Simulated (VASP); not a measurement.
# SnO2 (R3m) in VASP: a series of runs

Runs on SnO2. Level: LDA. Tasks: single point.

Everything below comes from runs of VASP 6.6.1. Logs are shortened: lines on timing, memory, paths and dates and some standing lists are left out, and cuts for length are marked.

### 1 The cell of the first run

Symmetry: R3m, No. 160, trigonal system. Conventional cell: a = 6.416 Å, b = 6.416 Å, c = 12.244 Å, α = 90.00°, β = 90.00°, γ = 120.00°. Sn (site symmetry 3m) has 6 O at 1.97 to 2.24 Å within 2.6 Å. Sn (site symmetry m) has 6 O at 2.09 Å within 2.8 Å. O (site symmetry 3m) has 4 Sn at 2.09 to 2.82 Å and 6 O at 2.67 to 2.84 Å within 2.9 Å. O (site symmetry m) has 3 Sn at 2.09 to 2.24 Å and 6 O at 2.67 to 2.84 Å within 2.9 Å. O (site symmetry 3m) has 3 Sn at 2.09 Å and 6 O at 2.67 to 2.84 Å within 2.9 Å. Within 2.7 Å of O (site symmetry m) lie 3 Sn at 1.97 to 2.09 Å and 3 O at 2.67 Å.

### 2 Single point, LDA (atom 1 (Sn) moved -0.300 Å along Cartesian [0 0 1])

File INCAR:

```
  PREC = Accurate
  ENCUT = 520
  EDIFF = 1E-7
  ISMEAR = 0
  SIGMA = 0.05
  LREAL = False
  LASPH = True
  NELM = 100
  ALGO = Normal
  ISIF = 2
  LWAVE = False
  LCHARG = False
  GGA = CA
  NBANDS = 64
```

File KPOINTS:

```
Automatic mesh
0
Gamma
  6 6 6
```

File POSCAR:

```
SnO2
1.0
   -3.2078313831     -1.8520423126      4.0813809037
    3.2078313831     -1.8520423126      4.0813809037
    0.0000000000      3.7040846251      4.0813809037
Sn O
4 8
Direct
    0.4754984888      0.4754984888      0.4754984888
    1.0000000000      1.0000000000      0.5000000000
    1.0000000000      0.5000000000      0.0000000000
    0.5000000000      1.0000000000      0.0000000000
    0.2451905456      0.2451905456      0.2451905456
    0.7451905456      0.7451905456      0.2451905456
    0.7451905456      0.2451905456      0.7451905456
    0.2451905456      0.7451905456      0.7451905456
    0.7548094544      0.7548094544      0.7548094544
    0.2548094544      0.2548094544      0.7548094544
    0.2548094544      0.7548094544      0.2548094544
    0.7548094544      0.2548094544      0.2548094544
```

Potentials or basis: VASP PAW LDA potentials, release 64 (Sn_d, O).

Run with:

```bash
> cat potpaw_LDA.64/Sn_d/POTCAR potpaw_LDA.64/O/POTCAR > POTCAR
> mpirun -np 1 vasp_std > vasp.out
```

OUTCAR:

```text
PREC = Accurate
   ENCUT = 520
   EDIFF = 1E-7
   ISMEAR = 0
   LREAL = False
   LASPH = True
   NELM = 100
   ISIF = 2
   GGA = CA

 ion  position               nearest neighbor table
   1  0.475  0.475  0.475-  11 1.97  12 1.97  10 1.97   8 2.24   7 2.24   6 2.24   5 2.82   2 3.22
                             2 3.22   4 3.22   3 3.22   4 3.22   3 3.22
   2  0.000  0.000  0.500-   7 2.09   8 2.09  11 2.09  12 2.09   5 2.09   9 2.09   3 3.21   4 3.21
                             3 3.21   4 3.21   1 3.22   1 3.22
   3  0.000  0.500  0.000-   5 2.09   6 2.09   9 2.09  10 2.09   8 2.09  12 2.09   4 3.21   4 3.21
                             2 3.21   2 3.21   1 3.22   1 3.22
   4  0.500  0.000  0.000-   5 2.09   6 2.09   9 2.09  10 2.09   7 2.09  11 2.09   3 3.21   3 3.21
                             2 3.21   2 3.21   1 3.22   1 3.22
   5  0.245  0.245  0.245-   3 2.09   4 2.09   2 2.09   1 2.82
   6  0.745  0.745  0.245-   3 2.09   4 2.09   1 2.24
   7  0.745  0.245  0.745-   2 2.09   4 2.09   1 2.24
   8  0.245  0.745  0.745-   2 2.09   3 2.09   1 2.24
   9  0.755  0.755  0.755-   3 2.09   4 2.09   2 2.09
  10  0.255  0.255  0.755-   1 1.97   3 2.09   4 2.09
  11  0.255  0.755  0.255-   1 1.97   2 2.09   4 2.09
  12  0.755  0.255  0.255-   1 1.97   2 2.09   3 2.09

  LATTYP: Found a trigonal (rhomboedric) cell.
 ALAT       =     5.5116161869
 COS(alpha) =     0.3225221110

  Lattice vectors:

 A1 = (  -3.2078313831,  -1.8520423126,   4.0813809037)
 A2 = (   3.2078313831,  -1.8520423126,   4.0813809037)
 A3 = (   0.0000000000,   3.7040846251,   4.0813809037)

Analysis of symmetry for initial positions (statically):
=====================================================================
 Subroutine PRICEL returns:
 Original cell was already a primitive cell.

 Routine SETGRP: Setting up the symmetry group for a
 trigonal (rhombohedral) supercell.

 Subroutine GETGRP returns: Found  6 space group operations
 (whereof  6 operations were pure point group operations)
 out of a pool of 12 trial point group operations.

The static configuration has the point symmetry C_3v.

Analysis of symmetry for dynamics (positions and initial velocities):
=====================================================================
 Subroutine PRICEL returns:
 Original cell was already a primitive cell.

 Routine SETGRP: Setting up the symmetry group for a
 trigonal (rhombohedral) supercell.

 Subroutine GETGRP returns: Found  6 space group operations
[... 130 lines left out ...]
   ISYM   =      2    0-nonsym 1-usesym 2-fastsym
   POTIM  = 0.5000    time-step for ionic-motion
   TEBEG  =    0.0;   TEEND  =   0.0 temperature during run
   PSTRESS=    0.0 pullay stress
   NELECT =     104.0000    total number of electrons
   NUPDOWN=      -1.0000    fix difference up-down
   EMIN   =  10.00;   EMAX   =-10.00  energy-range for DOS
   EFERMI =   0.00;   METHOD = LEGACY
   ISMEAR =     0;   SIGMA  =   0.05  broadening in eV -4-tet -1-fermi 0-gaus
   EFERMI_NEDOS =   21; number of points for ismear=-14 and -15
   IALGO  =     38    algorithm
   IMIX   =      4    mixing-type and parameters
     AMIX     =   0.40;   BMIX     =  1.00
     AMIX_MAG =   1.60;   BMIX_MAG =  1.00
  volume/ion in A,a.u.               =      12.12        81.82
  Fermi-wavevector in a.u.,A,eV,Ry     =   1.463791  2.766163 29.152978  2.142683
  Thomas-Fermi vector in A             =   2.579844
   LORBIT       =      0    0 simple, 1 ext, 2 COOP (PROOUT), +10 PAW based schemes
   GGA     = CA    functional components
   LHFCALC =     F    Hartree Fock is set to
   AEXX    =    0.0000 exact exchange contribution
   IVDW    =     0    specifies the selected vdW correction
   LEPSILON=     F    determine dielectric tensor
   LRPA    =     F    only Hartree local field effects (RPA)
 non-spin polarized calculation
 Gauss-broadening in eV      SIGMA  =   0.05
  energy-cutoff  :      520.00
  volume of cell :      145.49
 maximum number of plane-waves:      3946
 NGX is ok and might be reduce to    42
   NGX = 21   NGY = 21   NGZ = 21

 number of electron     104.0000030 magnetization

 Free energy of the ion-electron system (eV)
  ---------------------------------------------------
  ext. energy  EPLUGINS =         0.00000000
  ---------------------------------------------------
  free energy    TOTEN  =       -81.77286034 eV

  energy without entropy =      -81.77286034  energy(sigma->0) =      -81.77286034

 E-fermi :   6.1124     XC(G=0): -11.6886

 val. band max:        5.8262031705   @ k =   0.0000   0.0000   0.0000
 cond. band min:       7.0053333911   @ k =   0.0000   0.0000   0.0000
 fundamental gap:      1.1791302207
 Fermi energy:         6.1123874277

 k-point     1 :       0.0000    0.0000    0.0000
  band No.  band energies     occupation
      1     -15.4286      2.00000
      2     -15.4286      2.00000
      3     -15.3855      2.00000
      4     -14.8731      2.00000
      5     -14.5285      2.00000
      6     -14.5285      2.00000
[... 1597 lines left out ...]
     63      15.0691      0.00000
     64      15.2313      0.00000

 [... further k-points ...]
[... 5 lines left out ...]
  --------------------------------------------------------------------------------------
  -------------------------------------------------------------------------------------
  Total        2.8539909      2.8539909     -0.6353846     -0.0000000      0.0000000      0.0000000
  in kB       31.4298532     31.4298532     -6.9972353     -0.0000000      0.0000000      0.0000000
  external PRESSURE =      18.6208237 kB  Pullay stress =       0.0000000 kB

 VOLUME and BASIS-vectors are now :
 -----------------------------------------------------------------------------
  energy-cutoff  :      520.00
  volume of cell :      145.49
      direct lattice vectors                 reciprocal lattice vectors
    -3.207831383 -1.852042313  4.081380904    -0.155868542 -0.089990745  0.081671704
     3.207831383 -1.852042313  4.081380904     0.155868542 -0.089990745  0.081671704
     0.000000000  3.704084625  4.081380904     0.000000000  0.179981489  0.081671704

 POSITION                                       TOTAL-FORCE (eV/Angst)
 -----------------------------------------------------------------------------------
      0.00000     -0.00000      5.82207         0.000000     -0.000000      2.941818
      0.00000      1.85204      2.04069         0.000000      1.120057      0.430630
      1.60392     -0.92602      2.04069         0.969998     -0.560028      0.430630
     -1.60392     -0.92602      2.04069        -0.969998     -0.560028      0.430630
      0.00000     -0.00000      3.00215         0.000000     -0.000000      0.194487
      0.00000     -1.85204      7.08353         0.000000      0.451699     -0.611253
     -1.60392      0.92602      7.08353         0.391183     -0.225850     -0.611253
      1.60392      0.92602      7.08353        -0.391183     -0.225850     -0.611253
      0.00000     -0.00000      9.24199         0.000000      0.000000     -0.172219
      0.00000      1.85204      5.16061         0.000000      1.186233     -0.807406
      1.60392     -0.92602      5.16061         1.027308     -0.593116     -0.807406
     -1.60392     -0.92602      5.16061        -1.027308     -0.593116     -0.807406
 -----------------------------------------------------------------------------------
    total drift:                                0.000000     -0.000000      0.000170

  FREE ENERGIE OF THE ION-ELECTRON SYSTEM (eV)
  ---------------------------------------------------
  free  energy   TOTEN  =       -81.7728603362 eV

  energy  without entropy=      -81.7728603362  energy(sigma->0) =      -81.77286034
```

OSZICAR:

```text
N       E                     dE             d eps       ncg     rms          rms(c)
DAV:   1     0.159281735072E+04    0.15928E+04   -0.48418E+04  4776   0.258E+03
DAV:   2     0.251917286209E+03   -0.13409E+04   -0.12724E+04  4312   0.800E+02
DAV:   3    -0.662274091792E+02   -0.31814E+03   -0.31038E+03  4464   0.281E+02
DAV:   4    -0.930583757500E+02   -0.26831E+02   -0.26501E+02  5024   0.908E+01
DAV:   5    -0.938832932991E+02   -0.82492E+00   -0.82229E+00  4816   0.165E+01    0.216E+01
DAV:   6    -0.818429541289E+02    0.12040E+02   -0.40987E+01  6592   0.727E+01    0.826E+00
DAV:   7    -0.819774058247E+02   -0.13445E+00   -0.51129E+00  4600   0.942E+00    0.458E+00
DAV:   8    -0.818162758178E+02    0.16113E+00   -0.80102E-01  6032   0.611E+00    0.121E+00
DAV:   9    -0.817720038425E+02    0.44272E-01   -0.20269E-01  6152   0.469E+00    0.230E-01
DAV:  10    -0.817727885713E+02   -0.78473E-03   -0.18113E-02  5032   0.935E-01    0.147E-01
DAV:  11    -0.817728743064E+02   -0.85735E-04   -0.15593E-03  5616   0.281E-01    0.566E-02
DAV:  12    -0.817728553027E+02    0.19004E-04   -0.15964E-04  6048   0.125E-01    0.203E-02
DAV:  13    -0.817728619511E+02   -0.66484E-05   -0.57204E-05  5936   0.499E-02    0.124E-02
DAV:  14    -0.817728608431E+02    0.11080E-05   -0.53526E-06  5368   0.172E-02    0.682E-03
DAV:  15    -0.817728603348E+02    0.50821E-06   -0.50245E-06  5584   0.168E-02    0.189E-03
DAV:  16    -0.817728603362E+02   -0.13497E-08   -0.50059E-07  4160   0.456E-03
   1 F= -.81772860E+02 E0= -.81772860E+02  d E =-.773055E-18
```

stdout:

```text
POSCAR found type information on POSCAR SnO
 POSCAR found :  2 types and      12 ions
 scaLAPACK will be used
 LDA part: xc-table for (Slater(with rela. corr.)+CA(PZ))
 , standard interpolation
 POSCAR, INCAR and KPOINTS ok, starting setup
 FFT: planning ... GRIDC
 FFT: planning ... GRID_SOFT
 FFT: planning ... GRID
 WAVECAR not read
 entering main loop
```

It took 12 min on 1 thread of Intel Xeon 8259CL, shared host; peak memory 0.35 GiB.

Results:

- Free energy: -81.7729 eV
- Pressure: 1.9 GPa
- Largest force: 2.942 eV/Å
- Band gap on the k mesh: 1.18 eV

Forces in eV/Å, atoms in the order of the input:
```
Sn   0.000  0.000  2.942
Sn   0.000  1.120  0.431
Sn   0.970 -0.560  0.431
Sn  -0.970 -0.560  0.431
O    0.000  0.000  0.194
O    0.000  0.452 -0.611
O    0.391 -0.226 -0.611
O   -0.391 -0.226 -0.611
O    0.000  0.000 -0.172
O    0.000  1.186 -0.807
O    1.027 -0.593 -0.807
O   -1.027 -0.593 -0.807
```

Levels at points of the mesh, in eV from the valence-band top:
```
           k point  band 49  band 50  band 51  band 52  band 53  band 54  band 55  band 56
(0.00, 0.00, 0.00)    -0.59    -0.29    -0.29     0.00     1.18     4.37     4.37     4.40
(0.50, 0.00, 0.00)    -0.71    -0.49    -0.42    -0.09     3.73     3.88     5.35     5.37
(0.50, 0.50, 0.00)    -1.09    -0.87    -0.47    -0.26     4.27     4.40     5.33     5.37
(0.50, 0.50, 0.50)    -1.46    -1.39    -1.16    -1.16     3.44     5.10     5.14     5.14
```

Caveat: the cell differs from its parent crystal (atom 1 (Sn) moved -0.300 Å along Cartesian [0 0 1]); spin-orbit coupling is left out, which moves the levels of the heavy elements; forces of over 1 eV/Å act on the atoms, so gaps and moduli don't describe the material at rest.

### 3 Single point, LDA (atom 1 (Sn) moved +0.240 Å along Cartesian [0 0 1])

File INCAR:

```
ALGO     = Normal         # electronic algorithm
EDIFF    = 1E-7           # SCF threshold, eV
ENCUT    = 520            # plane-wave cutoff, eV
ISIF     = 2              # what is computed and relaxed
ISMEAR   = 0              # smearing method
LASPH    = True           # aspherical terms in the spheres
LCHARG   = False          # write CHGCAR
LREAL    = False          # projectors in reciprocal space
LWAVE    = False          # write WAVECAR
NBANDS   = 64             # bands
NELM     = 60             # most SCF steps
PREC     = Accurate       # precision mode
SIGMA    = 0.05           # smearing width, eV
```

File KPOINTS:

```
k-points
0
Gamma
  6 6 6
```

POSCAR: that of step 2 with these lines changed.

```diff
@@ -8,3 +8,3 @@
 Direct
-    0.4754984888      0.4754984888      0.4754984888
+    0.5196012090      0.5196012090      0.5196012090
     1.0000000000      1.0000000000      0.5000000000
```

Potentials or basis: VASP PAW LDA potentials, release 64 (Sn_d, O).

Run with:

```bash
> cat potpaw_LDA.64/Sn_d/POTCAR potpaw_LDA.64/O/POTCAR > POTCAR
> mpirun -np 1 vasp_std > vasp.out
```

Wall time 10 min (1 thread of Intel Xeon 8259CL, shared host); peak memory 0.35 GiB.

The run converged. Its results:

```yaml
Free_energy: -81.9352 eV
Pressure: 1.6 GPa
Largest_force: 2.459 eV/Å
Band_gap_on_the_k_mesh: 1.27 eV
```

Forces in eV/Å, atoms in the order of the input:
```
Sn   0.000  0.000 -2.459
Sn   0.000 -0.894 -0.353
Sn  -0.774  0.447 -0.353
Sn   0.774  0.447 -0.353
O    0.000  0.000  0.140
O    0.000 -0.898  0.675
O   -0.778  0.449  0.675
O    0.778  0.449  0.675
O    0.000  0.000 -0.141
O    0.000 -0.417  0.499
O   -0.361  0.208  0.499
O    0.361  0.208  0.499
```

Stress tensor (GPa, compression positive):
```
 2.53  0.00  0.00
 0.00  2.53  0.00
 0.00  0.00 -0.35
```

Levels at points of the mesh, in eV from the valence-band top:
```csv
k point,band 49,band 50,band 51,band 52,band 53,band 54,band 55,band 56
"(0.00, 0.00, 0.00)",-0.49,-0.25,-0.25,0.00,1.27,4.46,4.46,4.48
"(0.50, 0.00, 0.00)",-0.66,-0.48,-0.38,-0.09,3.84,3.95,5.43,5.45
"(0.50, 0.50, 0.00)",-1.09,-0.84,-0.42,-0.26,4.36,4.46,5.41,5.44
"(0.50, 0.50, 0.50)",-1.42,-1.34,-1.19,-1.19,3.52,5.20,5.22,5.22
```

Caveat: the cell differs from its parent crystal (atom 1 (Sn) moved +0.240 Å along Cartesian [0 0 1]); spin-orbit coupling is left out, which moves the levels of the heavy elements; forces of over 1 eV/Å act on the atoms, so gaps and moduli don't describe the material at rest.

### 4 Single point, LDA (atom 1 (Sn) moved +0.270 Å along Cartesian [0 0 1])

File INCAR:

```
SYSTEM = SnO2
PREC = Accurate ; ENCUT = 520
EDIFF = 1E-6 ; ISMEAR = 0
SIGMA = 0.05 ; LREAL = .FALSE.
LASPH = .TRUE. ; NELM = 100
ALGO = Normal ; ISIF = 2
LWAVE = .FALSE. ; LCHARG = .TRUE.
LELF = .TRUE. ; LVHAR = .TRUE.
NBANDS = 64
```

File KPOINTS:

```
regular mesh
0
G
  6 6 6
  0 0 0
```

POSCAR: that of step 3 with these lines changed.

```diff
@@ -8,3 +8,3 @@
 Direct
-    0.5196012090      0.5196012090      0.5196012090
+    0.5220513601      0.5220513601      0.5220513601
     1.0000000000      1.0000000000      0.5000000000
```

Run with:

```bash
> cat potpaw_LDA.64/Sn_d/POTCAR potpaw_LDA.64/O/POTCAR > POTCAR
> mpirun -np 1 vasp_std > vasp.out
```

Wall time 14 min (1 thread of Intel Xeon 8259CL, shared host); peak memory 0.35 GiB.

The run converged. Its results:

- Free energy: -81.8577 eV
- Pressure: 1.7 GPa
- Largest force: 2.709 eV/Å
- Band gap on the k mesh: 1.22 eV

Forces in eV/Å, atoms in the order of the input:
```
Sn   0.000  0.000 -2.709
Sn   0.000 -1.007 -0.393
Sn  -0.872  0.504 -0.393
Sn   0.872  0.504 -0.393
O    0.000  0.000  0.155
O    0.000 -1.040  0.743
O   -0.901  0.520  0.743
O    0.901  0.520  0.743
O    0.000  0.000 -0.166
O    0.000 -0.437  0.557
O   -0.379  0.219  0.557
O    0.379  0.219  0.557
```

Stress tensor (GPa, compression positive):
```
 2.82  0.00  0.00
 0.00  2.82  0.00
 0.00  0.00 -0.52
```

Levels at points of the mesh, in eV from the valence-band top:
| k point | band 50 | band 51 | band 52 | band 53 | band 54 | band 55 |
| --- | --- | --- | --- | --- | --- | --- |
| (0.00, 0.00, 0.00) | -0.27 | -0.27 | 0.00 | 1.22 | 4.41 | 4.41 |
| (0.50, 0.00, 0.00) | -0.49 | -0.40 | -0.09 | 3.78 | 3.91 | 5.39 |
| (0.50, 0.50, 0.00) | -0.86 | -0.45 | -0.26 | 4.31 | 4.43 | 5.37 |
| (0.50, 0.50, 0.50) | -1.37 | -1.18 | -1.18 | 3.48 | 5.15 | 5.18 |

Caveat: the cell differs from its parent crystal (atom 1 (Sn) moved +0.270 Å along Cartesian [0 0 1]); spin-orbit coupling is left out, which moves the levels of the heavy elements; forces of over 1 eV/Å act on the atoms, so gaps and moduli don't describe the material at rest.

### 5 The runs side by side

| cell | gap on the mesh (eV) | pressure (GPa) | largest force (eV/Å) |
| --- | --- | --- | --- |
| as given, atomic positions A | 1.18 | 1.9 | 2.94 |
| as given, atomic positions B | 1.27 | 1.6 | 2.46 |
| as given, atomic positions C | 1.22 | 1.7 | 2.71 |

Alike in all rows: task single point; level LDA; potentials or basis VASP PAW LDA potentials, release 64 (Sn_d, O); no spin polarisation; k mesh 6 × 6 × 6; cutoff (eV) 520; smearing gaussian 0.05 eV.

Caveats: spin-orbit coupling is left out, which moves the levels of the heavy elements; forces of over 1 eV/Å act on the atoms, so gaps and moduli don't describe the material at rest.

Total energies depend on the potentials used, so only differences within one code and one set of settings carry meaning.
